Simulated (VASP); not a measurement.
# Al in VASP: further runs

The runs below take Al through single point, with LDA.

All numbers are computed with VASP 6.6.1; they aren't measurements. Logs are shortened: lines on timing, memory, paths and dates and some standing lists are left out, and cuts for length are marked.

## (1) The cell of the first run

Symmetry: R3, No. 146, trigonal system. Conventional cell: a = 9.001 Å, b = 9.001 Å, c = 5.512 Å, α = 90.00°, β = 90.00°, γ = 120.00°. Al (site symmetry 3) has 12 Al at 2.78 to 3.55 Å within 3.7 Å. Al (site symmetry 1) has 12 Al at 2.72 to 3.69 Å within 3.7 Å. Al (site symmetry 1) has 12 Al at 2.75 to 3.66 Å within 3.7 Å.

## (2) Single point, LDA

Input file INCAR:

```
SYSTEM = Al
ALGO     = Normal         ! electronic algorithm
EDIFF    = 1E-6           ! SCF threshold, eV
ENCUT    = 400            ! plane-wave cutoff, eV
GGA_COMPAT= .FALSE.      
ISIF     = 2              ! what is computed and relaxed
ISMEAR   = 0              ! smearing method
LASPH    = .TRUE.         ! aspherical terms in the spheres
LCHARG   = .TRUE.         ! write CHGCAR
LELF     = .TRUE.         ! ELF
LREAL    = .FALSE.        ! projectors in reciprocal space
LVHAR    = .TRUE.       
LWAVE    = .FALSE.        ! write WAVECAR
NBANDS   = 20             ! bands
NELM     = 120            ! most SCF steps
PREC     = Accurate       ! precision mode
SIGMA    = 0.1            ! smearing width, eV
```

Input file KPOINTS:

```
k-points
0
G
  3 3 3
  0 0 0
```

Input file POSCAR:

```
Al
1.0
   -3.1824400000      3.1824400000      3.1824400000
    3.1824400000     -3.1824400000      3.1824400000
    3.1824400000      3.1824400000     -3.1824400000
Al
7
Direct
    0.0000000000      0.0000000000      0.5724918616
   -0.0767202210      0.4439106472     -0.0545758915
    0.0712831978      0.5102165320      0.5133086563
    0.5206308681      0.0767202210      0.0221443295
    0.4389333342     -0.0712831978      0.4420254585
    0.4897834680      0.5610666658      0.0030921243
    0.5560893528      0.4793691319      0.5015134614
```

Potentials or basis: VASP PAW LDA potentials, release 64 (Al).

Command:

```console
$ cat potpaw_LDA.64/Al/POTCAR > POTCAR
$ mpirun -np 1 vasp_std > vasp.out
```

OUTCAR:

```text
SYSTEM = Al
   EDIFF = 1E-6
   ENCUT = 400
   ISIF = 2
   ISMEAR = 0
   LASPH = .TRUE.
   LREAL = .FALSE.
   NELM = 120
   PREC = Accurate

 ion  position               nearest neighbor table
   1  0.000  0.000  0.572-   6 2.78   3 2.78   5 2.78   5 2.85   3 2.85   6 2.85   4 2.88   7 2.88
                             2 2.88
   2  0.923  0.444  0.945-   7 2.72   4 2.72   5 2.75   6 2.76   5 2.77   3 2.82   6 2.85   3 2.85
                             1 2.88
   3  0.071  0.510  0.513-   7 2.75   6 2.76   5 2.76   4 2.76   7 2.77   1 2.78   2 2.82   4 2.85
                             1 2.85   2 2.85
   4  0.521  0.077  0.022-   2 2.72   7 2.72   6 2.75   3 2.76   6 2.77   5 2.82   3 2.85   5 2.85
                             1 2.88
   5  0.439  0.929  0.442-   2 2.75   6 2.76   3 2.76   7 2.76   2 2.77   1 2.78   4 2.82   7 2.85
                             1 2.85   4 2.85
   6  0.490  0.561  0.003-   4 2.75   3 2.76   5 2.76   2 2.76   4 2.77   1 2.78   7 2.82   2 2.85
                             1 2.85   7 2.85
   7  0.556  0.479  0.502-   2 2.72   4 2.72   3 2.75   5 2.76   3 2.77   6 2.82   5 2.85   6 2.85
                             1 2.88

  LATTYP: Found a body centered cubic cell.
 ALAT       =     6.3648800000

  Lattice vectors:

 A1 = (  -3.1824400000,   3.1824400000,   3.1824400000)
 A2 = (   3.1824400000,  -3.1824400000,   3.1824400000)
 A3 = (   3.1824400000,   3.1824400000,  -3.1824400000)

Analysis of symmetry for initial positions (statically):
=====================================================================
 Subroutine PRICEL returns:
 Original cell was already a primitive cell.

 Routine SETGRP: Setting up the symmetry group for a
 body centered cubic supercell.

 Subroutine GETGRP returns: Found  3 space group operations
 (whereof  3 operations were pure point group operations)
 out of a pool of 48 trial point group operations.

The static configuration has the point symmetry C_3 .

Analysis of symmetry for dynamics (positions and initial velocities):
=====================================================================
 Subroutine PRICEL returns:
 Original cell was already a primitive cell.

 Routine SETGRP: Setting up the symmetry group for a
 body centered cubic supercell.

 Subroutine GETGRP returns: Found  3 space group operations
 (whereof  3 operations were pure point group operations)
 out of a pool of 48 trial point group operations.

The dynamic configuration has the point symmetry C_3 .

 Subroutine INISYM returns: Found  3 space group operations
 (whereof  3 operations are pure point group operations),
 and found     1 'primitive' translations

----------------------------------------------------------------------------------------

                                     Primitive cell

  volume of cell :     128.9260

  direct lattice vectors                    reciprocal lattice vectors
    -3.182440000  3.182440000  3.182440000     0.000000000  0.157112153  0.157112153
     3.182440000 -3.182440000  3.182440000     0.157112153  0.000000000  0.157112153
     3.182440000  3.182440000 -3.182440000     0.157112153  0.157112153  0.000000000

  length of vectors
     5.512147772  5.512147772  5.512147772     0.222190138  0.222190138  0.222190138

  position of ions in fractional coordinates (direct lattice)
     0.000000000  0.000000000  0.572491862
     0.923279779  0.443910647  0.945424108
     0.071283198  0.510216532  0.513308656
     0.520630868  0.076720221  0.022144330
     0.438933334  0.928716802  0.442025458
     0.489783468  0.561066666  0.003092124
     0.556089353  0.479369132  0.501513461

  ion indices of the primitive-cell ions
   primitive index   ion index
                 1           1
                 2           2
                 3           3
                 4           4
                 5           5
                 6           6
                 7           7

----------------------------------------------------------------------------------------

 KPOINTS: k-points

Automatic generation of k-mesh.
 Grid dimensions read from file:
 generate k-points for:    3    3    3

 Generating k-lattice:

  Cartesian coordinates                     Fractional coordinates (reciprocal lattice)
     0.000000000  0.052370718  0.052370718     0.333333333  0.000000000  0.000000000
     0.052370718  0.000000000  0.052370718     0.000000000  0.333333333  0.000000000
     0.052370718  0.052370718  0.000000000     0.000000000  0.000000000  0.333333333

  Length of vectors
     0.074063379  0.074063379  0.074063379

  Shift w.r.t. Gamma in fractional coordinates (k-lattice)
     0.000000000  0.000000000  0.000000000

 Subroutine IBZKPT returns following result:
 ===========================================

 Found      6 irreducible k-points:

 Following reciprocal coordinates:
            Coordinates               Weight
  0.000000  0.000000  0.000000      1.000000
  0.333333  0.000000  0.000000      6.000000
  0.000000  0.000000  0.333333      6.000000
  0.333333  0.333333  0.000000      2.000000
  0.000000  0.333333  0.333333      6.000000
 -0.333333  0.333333  0.333333      6.000000
   k-points           NKPTS =      6   k-points in BZ     NKDIM =      6   number of bands    NBANDS=     20
   number of dos      NEDOS =    301   number of ions     NIONS =      7
   total plane-waves  NPLWV =  46656
   dimension x,y,z NGX =    36 NGY =   36 NGZ =   36
   dimension x,y,z NGXF=    72 NGYF=   72 NGZF=   72
   ions per type =               7
   NGX,Y,Z   is equivalent  to a cutoff of  10.86, 10.86, 10.86 a.u.
   NGXF,Y,Z  is equivalent  to a cutoff of  21.72, 21.72, 21.72 a.u.
 SYSTEM =  Al
   PREC   = accura    normal or accurate (medium, high low for compatibility)
   ISTART =      0    job   : 0-new  1-cont  2-samecut
   ICHARG =      2    charge: 1-file 2-atom 10-const
   ISPIN  =      1    spin polarized calculation?
   LNONCOLLINEAR =      F non collinear calculations
   LSORBIT =      F    spin-orbit coupling
   LASPH  =      T    aspherical Exc in radial PAW
   ENCUT  =  400.0 eV  29.40 Ry    5.42 a.u.   8.99  8.99  8.99*2*pi/ulx,y,z
   NELM   =    120;   NELMIN=  2; NELMDL= -5     # of ELM steps
   EDIFF  = 0.1E-05   stopping-criterion for ELM
   LREAL  =      F    real-space projection
   EDIFFG = 0.1E-04   stopping-criterion for IOM
   NSW    =      0    number of steps for IOM
   IBRION =     -1    ionic relax: 0-MD 1-quasi-New 2-CG
   NFREE  =      0    steps in history (QN), initial steepest desc. (CG)
   ISIF   =      2    stress and relaxation
   ISYM   =      2    0-nonsym 1-usesym 2-fastsym
   POTIM  = 0.5000    time-step for ionic-motion
   TEBEG  =    0.0;   TEEND  =   0.0 temperature during run
   PSTRESS=    0.0 pullay stress
   NELECT =      21.0000    total number of electrons
   NUPDOWN=      -1.0000    fix difference up-down
   EMIN   =  10.00;   EMAX   =-10.00  energy-range for DOS
   EFERMI =   0.00;   METHOD = LEGACY
   ISMEAR =     0;   SIGMA  =   0.10  broadening in eV -4-tet -1-fermi 0-gaus
   EFERMI_NEDOS =   21; number of points for ismear=-14 and -15
   IALGO  =     38    algorithm
   IMIX   =      4    mixing-type and parameters
     AMIX     =   0.40;   BMIX     =  1.00
     AMIX_MAG =   1.60;   BMIX_MAG =  1.00
  volume/ion in A,a.u.               =      18.42       124.29
  Fermi-wavevector in a.u.,A,eV,Ry     =   0.894062  1.689532 10.875778  0.799347
  Thomas-Fermi vector in A             =   2.016219
   LORBIT       =      0    0 simple, 1 ext, 2 COOP (PROOUT), +10 PAW based schemes
   GGA     = CA    functional components
   LHFCALC =     F    Hartree Fock is set to
   AEXX    =    0.0000 exact exchange contribution
   IVDW    =     0    specifies the selected vdW correction
   LEPSILON=     F    determine dielectric tensor
   LRPA    =     F    only Hartree local field effects (RPA)
 non-spin polarized calculation
 Gauss-broadening in eV      SIGMA  =   0.10
  energy-cutoff  :      400.00
  volume of cell :      128.93
 maximum number of plane-waves:      2354
   NGX = 17   NGY = 17   NGZ = 17

 number of electron      21.0000000 magnetization

 Free energy of the ion-electron system (eV)
  ---------------------------------------------------
  ext. energy  EPLUGINS =         0.00000000
  ---------------------------------------------------
  free energy    TOTEN  =       -27.95558175 eV

  energy without entropy =      -27.93970106  energy(sigma->0) =      -27.94764140

 E-fermi :   6.3831     XC(G=0):  -9.8272

 val. band max:        6.2879035719   @ k =   0.3333   0.0000   0.0000
 cond. band min:       6.4316247753   @ k =   0.0000   0.0000   0.0000
 fundamental gap:      0.1437212034
 Fermi energy:         6.3831275466

 k-point     1 :       0.0000    0.0000    0.0000
  band No.  band energies     occupation
      1      -4.0010      2.00000
      2       2.1368      2.00000
      3       2.2713      2.00000
      4       2.2713      2.00000
      5       2.8312      2.00000
      6       2.8312      2.00000
[... 12 lines left out ...]
     19      12.7814      0.00000
     20      15.0929      0.00000

 k-point     2 :       0.3333    0.0000    0.0000
  band No.  band energies     occupation
      1      -3.2385      2.00000
      2      -0.8738      2.00000
      3       1.0494      2.00000
      4       1.2995      2.00000
      5       1.9062      2.00000
      6       2.3248      2.00000
[... 12 lines left out ...]
     19      10.9286      0.00000
     20      11.4433      0.00000

 k-point     3 :       0.0000    0.0000    0.3333
  band No.  band energies     occupation
      1      -3.2345      2.00000
      2      -0.8758      2.00000
      3       1.0606      2.00000
      4       1.2142      2.00000
      5       1.8955      2.00000
      6       2.4172      2.00000
[... 12 lines left out ...]
     19      10.9501      0.00000
     20      11.4143      0.00000

 k-point     4 :       0.3333    0.3333    0.0000
  band No.  band energies     occupation
      1      -1.9539      2.00000
      2      -1.9256      2.00000
      3      -0.9778      2.00000
      4       1.0897      2.00000
      5       2.6903      2.00000
      6       2.7218      2.00000
[... 12 lines left out ...]
     19      10.8381      0.00000
     20      11.9453      0.00000

 k-point     5 :       0.0000    0.3333    0.3333
  band No.  band energies     occupation
      1      -1.9388      2.00000
      2      -1.9079      2.00000
      3      -1.0344      2.00000
      4       1.0942      2.00000
      5       2.6998      2.00000
      6       2.7444      2.00000
[... 12 lines left out ...]
     19      10.8942      0.00000
     20      11.4935      0.00000

 k-point     6 :      -0.3333    0.3333    0.3333
  band No.  band energies     occupation
      1      -2.4828      2.00000
      2      -0.5696      2.00000
      3      -0.1470      2.00000
      4      -0.0962      2.00000
      5       0.8323      2.00000
      6       2.9282      2.00000
[... 12 lines left out ...]
     19      11.2406      0.00000
     20      11.4337      0.00000

------------------------ aborting loop because EDIFF is reached ----------------------------------------

  FORCE on cell =-STRESS in cart. coord.  units (eV):
  Direction    XX          YY          ZZ          XY          YZ          ZX
  --------------------------------------------------------------------------------------
  -------------------------------------------------------------------------------------
  Total       -1.4208591     -1.4208591     -1.4208591     -0.0854034      0.0854034      0.0854034
  in kB      -17.6571631    -17.6571631    -17.6571631     -1.0613174      1.0613174      1.0613174
  external PRESSURE =     -17.6571631 kB  Pullay stress =       0.0000000 kB

 VOLUME and BASIS-vectors are now :
 -----------------------------------------------------------------------------
  energy-cutoff  :      400.00
  volume of cell :      128.93
      direct lattice vectors                 reciprocal lattice vectors
    -3.182440000  3.182440000  3.182440000     0.000000000  0.157112153  0.157112153
     3.182440000 -3.182440000  3.182440000     0.157112153  0.000000000  0.157112153
     3.182440000  3.182440000 -3.182440000     0.157112153  0.157112153  0.000000000

 POSITION                                       TOTAL-FORCE (eV/Angst)
 -----------------------------------------------------------------------------------
      1.82192      1.82192     -1.82192         0.000485      0.000485     -0.000485
      1.48319      4.53432      1.34225         0.000460      0.001743      0.000755
      3.03045      0.23670      0.21701        -0.003651      0.003401      0.001682
     -1.34225      1.48319      1.83056        -0.000755      0.000460     -0.001743
      2.96543     -0.15199      2.94574        -0.001682     -0.003651     -0.003401
      0.23670     -0.21701      3.33443         0.003401     -0.001682      0.003651
      1.35188      1.84019      1.69925         0.001743     -0.000755     -0.000460
 -----------------------------------------------------------------------------------
    total drift:                               -0.000007     -0.000007      0.000007

  FREE ENERGIE OF THE ION-ELECTRON SYSTEM (eV)
  ---------------------------------------------------
  free  energy   TOTEN  =       -27.9555817472 eV

  energy  without entropy=      -27.9397010560  energy(sigma->0) =      -27.94764140
```

It took 9 s on 1 thread of Intel Xeon Platinum 8259CL at 2.50GHz (Skylake/Cascade Lake), shared host; peak memory 0.16 GiB.

What came out:

- Free energy: -27.9556 eV
- Pressure: -1.8 GPa
- Largest force: 0.005 eV/Å
- Band gap on the k mesh: zero (an odd number of electrons rules out a gap without spin polarisation)

Forces on the atoms (eV/Å):
```
Al   0.000  0.000  0.000
Al   0.000  0.002  0.001
Al  -0.004  0.003  0.002
Al  -0.001  0.000 -0.002
Al  -0.002 -0.004 -0.003
Al   0.003 -0.002  0.004
Al   0.002 -0.001  0.000
```

Levels at points of the mesh, in eV from the Fermi level:
| k point | band 7 | band 8 | band 9 | band 10 | band 11 | band 12 | band 13 | band 14 |
| --- | --- | --- | --- | --- | --- | --- | --- | --- |
| (0.00, 0.00, 0.00) | -3.42 | -3.30 | -3.30 | -2.52 | -2.52 | -2.27 | 0.05 | 3.41 |

Caveat: the k points lie up to 0.47 Å⁻¹ apart, too coarse for converged energies and pressures of a metal.

## (3) Single point, LDA

Input file INCAR:

```
ALGO = Normal
EDIFF = 1E-6
ENCUT = 400
GGA_COMPAT = F
ISIF = 2
ISMEAR = 0
LASPH = T
LCHARG = F
LREAL = F
LWAVE = F
NBANDS = 20
NELM = 120
PREC = Accurate
SIGMA = 0.1
```

Input file KPOINTS:

```
k-points
0
Gamma
  3 3 3
```

Input file POSCAR:

```
Al
1.0
   -3.1824400000      3.1824400000      3.1824400000
    3.1824400000     -3.1824400000      3.1824400000
    3.1824400000      3.1824400000     -3.1824400000
Al
7
Direct
   -0.0001178341     -0.0000876686      0.4199642413
   -0.0765805483      0.4814456832     -0.0413600885
    0.0716345006      0.5592770013      0.5383495054
    0.5580307877      0.0766016013      0.0352247018
    0.4876836641     -0.0715477747      0.4667074635
    0.4406636103      0.5122316524     -0.0210709393
    0.5186855055      0.4420795050      0.4771848016
```

Potentials or basis: VASP PAW LDA potentials, release 64 (Al).

Command:

```console
$ cat potpaw_LDA.64/Al/POTCAR > POTCAR
$ mpirun -np 1 vasp_std > vasp.out
```

It took 16 s on 1 thread of Intel Xeon Platinum 8259CL at 2.50GHz (Skylake/Cascade Lake), shared host; peak memory 0.17 GiB.

Results (log left out):

- Free energy: -27.9546 eV
- Pressure: -1.8 GPa
- Largest force: 0.027 eV/Å
- Band gap on the k mesh: zero (an odd number of electrons rules out a gap without spin polarisation)

Forces on the atoms (eV/Å):
```
Al  -0.015 -0.015  0.016
Al  -0.002  0.008 -0.004
Al   0.002  0.002  0.000
Al   0.004 -0.002 -0.008
Al   0.000  0.002 -0.003
Al   0.003  0.001 -0.003
Al   0.008  0.004  0.002
```

Levels at points of the mesh, in eV from the Fermi level:
```csv
k point,band 6,band 7,band 8,band 9,band 10,band 11,band 12,band 13,band 14,band 15
"(0.00, 0.00, 0.00)",-3.55,-3.40,-3.30,-3.30,-2.52,-2.52,-2.32,0.09,3.40,3.40
```

Caveat: the k points lie up to 0.47 Å⁻¹ apart, too coarse for converged energies and pressures of a metal.

## (4) Single point, LDA

Input file INCAR:

```
PREC     = Accurate       # precision mode
ENCUT    = 400            # plane-wave cutoff, eV
EDIFF    = 1E-6           # SCF threshold, eV
ISMEAR   = 0              # smearing method
SIGMA    = 0.1            # smearing width, eV
LREAL    = F              # projectors in reciprocal space
LASPH    = T              # aspherical terms in the spheres
NELM     = 120            # most SCF steps
ALGO     = Normal         # electronic algorithm
ISIF     = 2              # what is computed and relaxed
LWAVE    = F              # write WAVECAR
LCHARG   = T              # write CHGCAR
GGA      = CA             # functional
LELF     = T              # ELF
LVHAR    = T            
NBANDS   = 20             # bands
GGA_COMPAT= F
```

Input file KPOINTS:

```
Automatic mesh
0
Gamma
  3 3 3
```

Input file POSCAR:

```
Al
1.0
   -3.1824400000      3.1824400000      3.1824400000
    3.1824400000     -3.1824400000      3.1824400000
    3.1824400000      3.1824400000     -3.1824400000
Al
7
Direct
   -0.0012817209     -0.0029227574      0.0824083093
   -0.0712773846      0.4388868290     -0.0397487462
    0.0768605221      0.5196182803      0.5423203580
    0.5122126419      0.0726445746      0.0322519828
    0.4407713892     -0.0764250072      0.4633609746
    0.4835940348      0.5603833851      0.0234375196
    0.5591206747      0.4878146956      0.5209697591
```

Command:

```console
$ cat potpaw_LDA.64/Al/POTCAR > POTCAR
$ mpirun -np 1 vasp_std > vasp.out
```

It took 17 s on 1 thread of Intel Xeon Platinum 8259CL at 2.50GHz (Skylake/Cascade Lake), shared host; peak memory 0.17 GiB.

Results (log left out):

- Free energy: -27.9546 eV
- Pressure: -1.8 GPa
- Largest force: 0.032 eV/Å
- Band gap on the k mesh: zero (an odd number of electrons rules out a gap without spin polarisation)

Forces on the atoms (eV/Å):
```
Al   0.027  0.006  0.017
Al  -0.011  0.016 -0.008
Al  -0.002 -0.011  0.009
Al   0.004 -0.008 -0.002
Al  -0.006  0.019  0.000
Al  -0.006 -0.006 -0.027
Al  -0.006 -0.015  0.011
```

Stress tensor (GPa, compression positive):
```
-1.81 -0.05  0.03
-0.05 -1.78  0.05
 0.03  0.05 -1.68
```

Levels at points of the mesh, in eV from the Fermi level:
| k point | band 7 | band 8 | band 9 | band 10 | band 11 | band 12 | band 13 | band 14 |
| --- | --- | --- | --- | --- | --- | --- | --- | --- |
| (0.00, 0.00, 0.00) | -3.42 | -3.30 | -3.29 | -2.52 | -2.51 | -2.30 | 0.07 | 3.40 |

Caveat: the k points lie up to 0.47 Å⁻¹ apart, too coarse for converged energies and pressures of a metal.

## (5) Overview

| cell | gap on the mesh (eV) | pressure (GPa) | largest force (eV/Å) |
| --- | --- | --- | --- |
| as given, atomic positions A | none | -1.8 | 0.01 |
| as given, atomic positions B | none | -1.8 | 0.03 |
| as given, atomic positions C | none | -1.8 | 0.03 |

Alike in all rows: task single point; level LDA; potentials or basis VASP PAW LDA potentials, release 64 (Al); no spin polarisation; k mesh 3 × 3 × 3; cutoff (eV) 400; smearing gaussian 0.1 eV.

Caveats: all runs use coarse meshes.

Absolute energies hang on the potentials; compare differences alone.

The gap in the log of VASP goes by the Fermi energy; the results here count the filled bands.